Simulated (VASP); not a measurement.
# SnO2 (Pbcn) in VASP: notebook

The runs below take SnO2 through single point, with PBE.

Program: VASP 6.6.1. These are calculated values, not measurements. Logs are shortened: lines on timing, memory, paths and dates and some standing lists are left out, and cuts for length are marked.

**1. The cell of the first run**

It takes space group Pbcn (No. 60, orthorhombic). The conventional cell has a = 4.789 Å, b = 5.593 Å, c = 5.304 Å, α = 90.00°, β = 90.00°, γ = 90.00°. Sn (site symmetry 2) has 6 O at 2.03 to 2.09 Å within 2.7 Å. O (site symmetry 1) has 4 Sn at 2.03 to 3.29 Å and 12 O at 2.64 to 3.16 Å within 3.3 Å.

**2. Single point, PBE (11.84 Å³/atom)**

The input, INCAR:

```
SYSTEM = SnO2
  PREC = Accurate
  ENCUT = 520
  EDIFF = 1E-6
  ISMEAR = 0
  SIGMA = 0.05
  LREAL = .FALSE.
  LASPH = .TRUE.
  NELM = 60
  ALGO = Normal
  ISIF = 2
  LWAVE = .FALSE.
  LCHARG = .TRUE.
  GGA = PE
  LELF = .TRUE.
  LVHAR = .TRUE.
  NBANDS = 64
```

The input, KPOINTS:

```
Automatic mesh
0
G
  6 6 6
  0 0 0
```

The input, POSCAR:

```
SnO2
1.0
    4.7892253418      0.0000000000      0.0000000000
    0.0000000000      5.5934594540      0.0000000000
    0.0000000000      0.0000000000      5.3042484847
Sn O
4 8
Direct
    0.5000000000      0.6651654903      0.7500000000
    0.0000000000      0.8348345097      0.2500000000
    0.5000000000      0.3348345097      0.2500000000
    0.0000000000      0.1651654903      0.7500000000
    0.7301204269      0.6070551965      0.0781681516
    0.2301204269      0.8929448035      0.9218318484
    0.7698795731      0.8929448035      0.5781681516
    0.2698795731      0.6070551965      0.4218318484
    0.7301204269      0.3929448035      0.5781681516
    0.2301204269      0.1070551965      0.4218318484
    0.7698795731      0.1070551965      0.0781681516
    0.2698795731      0.3929448035      0.9218318484
```

Potentials or basis: VASP PAW PBE potentials, release 64 (Sn_d, O).

The run is started by

```sh
cat potpaw_PBE.64/Sn_d/POTCAR potpaw_PBE.64/O/POTCAR > POTCAR
mpirun -np 1 vasp_std > vasp.out
```

OUTCAR:

```text
SYSTEM = SnO2
   PREC = Accurate
   ENCUT = 520
   EDIFF = 1E-6
   ISMEAR = 0
   LREAL = .FALSE.
   LASPH = .TRUE.
   NELM = 60
   ISIF = 2
   GGA = PE

 ion  position               nearest neighbor table
   1  0.500  0.665  0.750-   6 2.03   7 2.03   5 2.09   8 2.09   9 2.09  12 2.09   3 3.23   3 3.23
                             4 3.68   4 3.68   4 3.68   4 3.68   2 3.70   2 3.70   2 3.70   2 3.70
   2  0.000  0.835  0.250-   5 2.03   8 2.03   7 2.09   6 2.09  10 2.09  11 2.09   4 3.23   4 3.23
                             3 3.68   3 3.68   3 3.68   3 3.68   1 3.70   1 3.70   1 3.70   1 3.70
   3  0.500  0.335  0.250-  10 2.03  11 2.03   9 2.09  12 2.09   5 2.09   8 2.09   1 3.23   1 3.23
                             2 3.68   2 3.68   2 3.68   2 3.68   4 3.70   4 3.70   4 3.70   4 3.70
   4  0.000  0.165  0.750-   9 2.03  12 2.03  11 2.09  10 2.09   6 2.09   7 2.09   2 3.23   2 3.23
                             1 3.68   1 3.68   1 3.68   1 3.68   3 3.70   3 3.70   3 3.70   3 3.70
   5  0.730  0.607  0.078-   2 2.03   1 2.09   3 2.09
   6  0.230  0.893  0.922-   1 2.03   2 2.09   4 2.09
   7  0.770  0.893  0.578-   1 2.03   2 2.09   4 2.09
   8  0.270  0.607  0.422-   2 2.03   1 2.09   3 2.09
   9  0.730  0.393  0.578-   4 2.03   3 2.09   1 2.09
  10  0.230  0.107  0.422-   3 2.03   4 2.09   2 2.09
  11  0.770  0.107  0.078-   3 2.03   4 2.09   2 2.09
  12  0.270  0.393  0.922-   4 2.03   3 2.09   1 2.09

  LATTYP: Found a simple orthorhombic cell.
 ALAT       =     4.7892253418
 B/A-ratio  =     1.1075378806
 C/A-ratio  =     1.1679257197

  Lattice vectors:

 A1 = (  -4.7892253418,   0.0000000000,   0.0000000000)
 A2 = (   0.0000000000,   0.0000000000,   5.3042484847)
 A3 = (   0.0000000000,   5.5934594540,   0.0000000000)

Analysis of symmetry for initial positions (statically):
=====================================================================
 Subroutine PRICEL returns:
 Original cell was already a primitive cell.

 Routine SETGRP: Setting up the symmetry group for a
 simple orthorhombic supercell.

 Subroutine GETGRP returns: Found  8 space group operations
 (whereof  2 operations were pure point group operations)
 out of a pool of  8 trial point group operations.

The static configuration has the point symmetry S_2 .
 The point group associated with its full space group is D_2h.

Analysis of symmetry for dynamics (positions and initial velocities):
=====================================================================
 Subroutine PRICEL returns:
 Original cell was already a primitive cell.

 Routine SETGRP: Setting up the symmetry group for a
 simple orthorhombic supercell.

 Subroutine GETGRP returns: Found  8 space group operations
 (whereof  2 operations were pure point group operations)
 out of a pool of  8 trial point group operations.

The dynamic configuration has the point symmetry S_2 .
 The point group associated with its full space group is D_2h.

 Subroutine INISYM returns: Found  8 space group operations
 (whereof  2 operations are pure point group operations),
 and found     1 'primitive' translations

----------------------------------------------------------------------------------------

                                     Primitive cell

  volume of cell :     142.0920

  direct lattice vectors                    reciprocal lattice vectors
     4.789225342  0.000000000  0.000000000     0.208802036  0.000000000  0.000000000
     0.000000000  5.593459454  0.000000000     0.000000000  0.178780236  0.000000000
     0.000000000  0.000000000  5.304248485     0.000000000  0.000000000  0.188528121

  length of vectors
     4.789225342  5.593459454  5.304248485     0.208802036  0.178780236  0.188528121

  position of ions in fractional coordinates (direct lattice)
     0.500000000  0.665165490  0.750000000
     0.000000000  0.834834510  0.250000000
     0.500000000  0.334834510  0.250000000
     0.000000000  0.165165490  0.750000000
     0.730120427  0.607055196  0.078168152
     0.230120427  0.892944804  0.921831848
     0.769879573  0.892944804  0.578168152
     0.269879573  0.607055196  0.421831848
     0.730120427  0.392944804  0.578168152
     0.230120427  0.107055196  0.421831848
     0.769879573  0.107055196  0.078168152
     0.269879573  0.392944804  0.921831848

  ion indices of the primitive-cell ions
   primitive index   ion index
                 1           1
                 2           2
                 3           3
                 4           4
                 5           5
                 6           6
                 7           7
                 8           8
                 9           9
                10          10
                11          11
                12          12

----------------------------------------------------------------------------------------

 KPOINTS: Automatic mesh

Automatic generation of k-mesh.
 Grid dimensions read from file:
 generate k-points for:    6    6    6

 Generating k-lattice:

  Cartesian coordinates                     Fractional coordinates (reciprocal lattice)
     0.034800339  0.000000000  0.000000000     0.166666667  0.000000000  0.000000000
     0.000000000  0.029796706  0.000000000     0.000000000  0.166666667  0.000000000
     0.000000000  0.000000000  0.031421353     0.000000000  0.000000000  0.166666667

  Length of vectors
     0.034800339  0.029796706  0.031421353

  Shift w.r.t. Gamma in fractional coordinates (k-lattice)
     0.000000000  0.000000000  0.000000000

 Subroutine IBZKPT returns following result:
 ===========================================

 Found     64 irreducible k-points:

 Following reciprocal coordinates:
            Coordinates               Weight
  0.000000  0.000000  0.000000      1.000000
  0.166667  0.000000  0.000000      2.000000
  0.333333  0.000000  0.000000      2.000000
  0.500000  0.000000  0.000000      1.000000
  0.000000  0.166667  0.000000      2.000000
  0.166667  0.166667  0.000000      4.000000
[... 16 lines left out ...]
  0.333333  0.166667  0.166667      8.000000
  0.500000  0.166667  0.166667      4.000000
 [... further k-points ...]
   k-points           NKPTS =     64   k-points in BZ     NKDIM =     64   number of bands    NBANDS=     64
   number of dos      NEDOS =    301   number of ions     NIONS =     12
   total plane-waves  NPLWV =  60480
   dimension x,y,z NGX =    36 NGY =   42 NGZ =   40
   dimension x,y,z NGXF=    72 NGYF=   84 NGZF=   80
   ions per type =               4   8
   NGX,Y,Z   is equivalent  to a cutoff of  12.50, 12.48, 12.54 a.u.
   NGXF,Y,Z  is equivalent  to a cutoff of  24.99, 24.97, 25.07 a.u.
 SYSTEM =  SnO2
   PREC   = accura    normal or accurate (medium, high low for compatibility)
   ISTART =      0    job   : 0-new  1-cont  2-samecut
   ICHARG =      2    charge: 1-file 2-atom 10-const
   ISPIN  =      1    spin polarized calculation?
   LNONCOLLINEAR =      F non collinear calculations
   LSORBIT =      F    spin-orbit coupling
   LASPH  =      T    aspherical Exc in radial PAW
   ENCUT  =  520.0 eV  38.22 Ry    6.18 a.u.   8.90 10.40  9.86*2*pi/ulx,y,z
   NELM   =     60;   NELMIN=  2; NELMDL= -5     # of ELM steps
   EDIFF  = 0.1E-05   stopping-criterion for ELM
   LREAL  =      F    real-space projection
   EDIFFG = 0.1E-04   stopping-criterion for IOM
   NSW    =      0    number of steps for IOM
   IBRION =     -1    ionic relax: 0-MD 1-quasi-New 2-CG
   NFREE  =      0    steps in history (QN), initial steepest desc. (CG)
   ISIF   =      2    stress and relaxation
   ISYM   =      2    0-nonsym 1-usesym 2-fastsym
   POTIM  = 0.5000    time-step for ionic-motion
   TEBEG  =    0.0;   TEEND  =   0.0 temperature during run
   PSTRESS=    0.0 pullay stress
   NELECT =     104.0000    total number of electrons
   NUPDOWN=      -1.0000    fix difference up-down
   EMIN   =  10.00;   EMAX   =-10.00  energy-range for DOS
   EFERMI =   0.00;   METHOD = LEGACY
   ISMEAR =     0;   SIGMA  =   0.05  broadening in eV -4-tet -1-fermi 0-gaus
   EFERMI_NEDOS =   21; number of points for ismear=-14 and -15
   IALGO  =     38    algorithm
   IMIX   =      4    mixing-type and parameters
     AMIX     =   0.40;   BMIX     =  1.00
     AMIX_MAG =   1.60;   BMIX_MAG =  1.00
  volume/ion in A,a.u.               =      11.84        79.91
  Fermi-wavevector in a.u.,A,eV,Ry     =   1.475353  2.788014 29.615362  2.176668
  Thomas-Fermi vector in A             =   2.590013
   LORBIT       =      0    0 simple, 1 ext, 2 COOP (PROOUT), +10 PAW based schemes
   GGA     = PE    functional components
   LHFCALC =     F    Hartree Fock is set to
   AEXX    =    0.0000 exact exchange contribution
   IVDW    =     0    specifies the selected vdW correction
   LEPSILON=     F    determine dielectric tensor
   LRPA    =     F    only Hartree local field effects (RPA)
 non-spin polarized calculation
 Gauss-broadening in eV      SIGMA  =   0.05
  energy-cutoff  :      520.00
  volume of cell :      142.09
 maximum number of plane-waves:      3854
 NGX is ok and might be reduce to    36
   NGX = 17   NGY = 21   NGZ = 19

 number of electron     104.0000040 magnetization

 Free energy of the ion-electron system (eV)
  ---------------------------------------------------
  ext. energy  EPLUGINS =         0.00000000
  ---------------------------------------------------
  free energy    TOTEN  =       -74.15482139 eV

  energy without entropy =      -74.15482139  energy(sigma->0) =      -74.15482139

 E-fermi :   6.2506     XC(G=0): -11.3331

 val. band max:        5.9894973949   @ k =   0.3333   0.0000   0.0000
 cond. band min:       7.3121722256   @ k =   0.0000   0.0000   0.0000
 fundamental gap:      1.3226748307
 Fermi energy:         6.2506179582

 k-point     1 :       0.0000    0.0000    0.0000
  band No.  band energies     occupation
      1     -14.7395      2.00000
      2     -14.6333      2.00000
      3     -14.5563      2.00000
      4     -14.1706      2.00000
      5     -14.0839      2.00000
      6     -13.9293      2.00000
[... 56 lines left out ...]
     63      16.7403      0.00000
     64      17.1985      0.00000

 k-point     2 :       0.1667    0.0000    0.0000
  band No.  band energies     occupation
      1     -14.7330      2.00000
      2     -14.5663      2.00000
      3     -14.5360      2.00000
      4     -14.1995      2.00000
      5     -14.1854      2.00000
      6     -13.9414      2.00000
[... 56 lines left out ...]
     63      17.0714      0.00000
     64      17.0757      0.00000

 k-point     3 :       0.3333    0.0000    0.0000
  band No.  band energies     occupation
      1     -14.6752      2.00000
      2     -14.4761      2.00000
      3     -14.4128      2.00000
      4     -14.3736      2.00000
      5     -14.2798      2.00000
      6     -14.0411      2.00000
[... 1396 lines left out ...]
     63      16.5937      0.00000
     64      17.1271      0.00000

 k-point    24 :       0.5000    0.1667    0.1667
  band No.  band energies     occupation
      1     -14.5919      2.00000
      2     -14.5919      2.00000
      3     -14.3612      2.00000
      4     -14.3612      2.00000
      5     -14.1893      2.00000
      6     -14.1893      2.00000
[... 56 lines left out ...]
     63      16.8603      0.00000
     64      16.8720      0.00000

 [... further k-points ...]

------------------------ aborting loop because EDIFF is reached ----------------------------------------

  FORCE on cell =-STRESS in cart. coord.  units (eV):
  Direction    XX          YY          ZZ          XY          YZ          ZX
  --------------------------------------------------------------------------------------
  -------------------------------------------------------------------------------------
  Total        6.0143253     11.6677801      5.5861573      0.0000000      0.0000000      0.0000000
  in kB       67.8153279    131.5616136     62.9874634      0.0000000      0.0000000      0.0000000
  external PRESSURE =      87.4548016 kB  Pullay stress =       0.0000000 kB

 VOLUME and BASIS-vectors are now :
 -----------------------------------------------------------------------------
  energy-cutoff  :      520.00
  volume of cell :      142.09
      direct lattice vectors                 reciprocal lattice vectors
     4.789225342  0.000000000  0.000000000     0.208802036  0.000000000  0.000000000
     0.000000000  5.593459454  0.000000000     0.000000000  0.178780236  0.000000000
     0.000000000  0.000000000  5.304248485     0.000000000  0.000000000  0.188528121

 POSITION                                       TOTAL-FORCE (eV/Angst)
 -----------------------------------------------------------------------------------
      2.39461      3.72058      3.97819         0.000000      0.187236      0.000000
      0.00000      4.66961      1.32606         0.000000     -0.187236     -0.000000
      2.39461      1.87288      1.32606         0.000000     -0.187236      0.000000
      0.00000      0.92385      3.97819         0.000000      0.187236      0.000000
      3.49671      3.39554      0.41462         0.005792     -0.060579     -0.116318
      1.10210      4.99465      4.88963         0.005792      0.060579      0.116318
      3.68713      4.99465      3.06675        -0.005792      0.060579     -0.116318
      1.29251      3.39554      2.23750        -0.005792     -0.060579      0.116318
      3.49671      2.19792      3.06675         0.005792      0.060579     -0.116318
      1.10210      0.59881      2.23750         0.005792     -0.060579      0.116318
      3.68713      0.59881      0.41462        -0.005792     -0.060579     -0.116318
      1.29251      2.19792      4.88963        -0.005792      0.060579      0.116318
 -----------------------------------------------------------------------------------
    total drift:                                0.000000      0.000000     -0.000000

  FREE ENERGIE OF THE ION-ELECTRON SYSTEM (eV)
  ---------------------------------------------------
  free  energy   TOTEN  =       -74.1548213924 eV

  energy  without entropy=      -74.1548213924  energy(sigma->0) =      -74.15482139
```

It took 3.7 min on 1 thread of Intel Xeon 6975P-C (Granite Rapids), shared host; peak memory 0.5 GiB.

Results:

```yaml
Free_energy: -74.1548 eV
Pressure: 8.7 GPa
Largest_force: 0.187 eV/Å
Band_gap_on_the_k_mesh: 1.32 eV (least direct gap 1.35 eV)
```

Forces in eV/Å, atoms in the order of the input:
```
Sn   0.000  0.187  0.000
Sn   0.000 -0.187  0.000
Sn   0.000 -0.187  0.000
Sn   0.000  0.187  0.000
O    0.006 -0.061 -0.116
O    0.006  0.061  0.116
O   -0.006  0.061 -0.116
O   -0.006 -0.061  0.116
O    0.006  0.061 -0.116
O    0.006 -0.061  0.116
O   -0.006 -0.061 -0.116
O   -0.006  0.061  0.116
```

Caveat: the stress differs along the axes, from 6 to 13 GPa; spin-orbit coupling is left out, which moves the levels of the heavy elements. A k mesh can miss the band edges.

**3. Single point, PBE (11.35 Å³/atom)**

This run uses another cell than the first one, of 11.35 Å³/atom.

The input, INCAR:

```
PREC = Accurate
ENCUT = 520
EDIFF = 1E-7
ISMEAR = 0
SIGMA = 0.05
LREAL = False
LASPH = True
NELM = 100
ALGO = Normal
ISIF = 2
LWAVE = False
LCHARG = False
GGA = PE
NBANDS = 64
```

The input, KPOINTS:

```
Automatic mesh
0
Gamma
  6 6 6
```

POSCAR: that of step 2 with these lines changed.

```diff
@@ -2,5 +2,5 @@
 1.0
-    4.7892253418      0.0000000000      0.0000000000
-    0.0000000000      5.5934594540      0.0000000000
-    0.0000000000      0.0000000000      5.3042484847
+    4.6591302402      0.0000000000      0.0000000000
+    0.0000000000      5.6641178711      0.0000000000
+    0.0000000000      0.0000000000      5.1601632315
 Sn O
```

Potentials or basis: VASP PAW PBE potentials, release 64 (Sn_d, O).

The run is started by

```sh
cat potpaw_PBE.64/Sn_d/POTCAR potpaw_PBE.64/O/POTCAR > POTCAR
mpirun -np 1 vasp_std > vasp.out
```

Wall time 8.3 min (1 thread of Intel Xeon Platinum 8488C (Sapphire Rapids), shared host); peak memory 0.49 GiB.

Results (log left out):

```yaml
Free_energy: -73.7001 eV
Pressure: 19.5 GPa
Largest_force: 0.302 eV/Å
Band_gap_on_the_k_mesh: 1.93 eV (least direct gap 1.93 eV)
```

Forces on the atoms (eV/Å):
```
Sn   0.000  0.273  0.000
Sn   0.000 -0.273  0.000
Sn   0.000 -0.273  0.000
Sn   0.000  0.273  0.000
O    0.281 -0.103  0.041
O    0.281  0.103 -0.041
O   -0.281  0.103  0.041
O   -0.281 -0.103 -0.041
O    0.281  0.103  0.041
O    0.281 -0.103 -0.041
O   -0.281 -0.103  0.041
O   -0.281  0.103 -0.041
```

Stress tensor (GPa, compression positive):
```
18.65  0.00  0.00
 0.00 18.81  0.00
 0.00  0.00 21.03
```

Levels at points of the mesh, in eV from the valence-band top:
| k point | band 49 | band 50 | band 51 | band 52 | band 53 | band 54 | band 55 | band 56 |
| --- | --- | --- | --- | --- | --- | --- | --- | --- |
| (0.00, 0.00, 0.00) | -0.56 | -0.15 | -0.13 | -0.01 | 1.93 | 6.74 | 6.84 | 7.14 |
| (0.50, 0.00, 0.00) | -0.29 | -0.29 | -0.05 | -0.05 | 5.08 | 5.08 | 5.80 | 5.80 |
| (0.00, 0.50, 0.00) | -0.90 | -0.90 | -0.10 | -0.10 | 4.62 | 4.62 | 7.50 | 7.50 |
| (0.50, 0.50, 0.00) | -0.55 | -0.55 | -0.19 | -0.19 | 5.54 | 5.54 | 6.64 | 6.64 |
| (0.00, 0.00, 0.50) | -0.24 | -0.24 | -0.16 | -0.16 | 5.01 | 5.01 | 6.71 | 6.71 |
| (0.50, 0.00, 0.50) | -0.24 | -0.24 | -0.24 | -0.24 | 5.52 | 5.52 | 5.52 | 5.52 |
| (0.00, 0.50, 0.50) | -0.31 | -0.31 | -0.31 | -0.31 | 6.11 | 6.11 | 6.11 | 6.11 |
| (0.50, 0.50, 0.50) | -0.38 | -0.38 | -0.38 | -0.38 | 5.99 | 5.99 | 5.99 | 5.99 |

Caveat: the cell stands under pressure; spin-orbit coupling is left out, which moves the levels of the heavy elements.
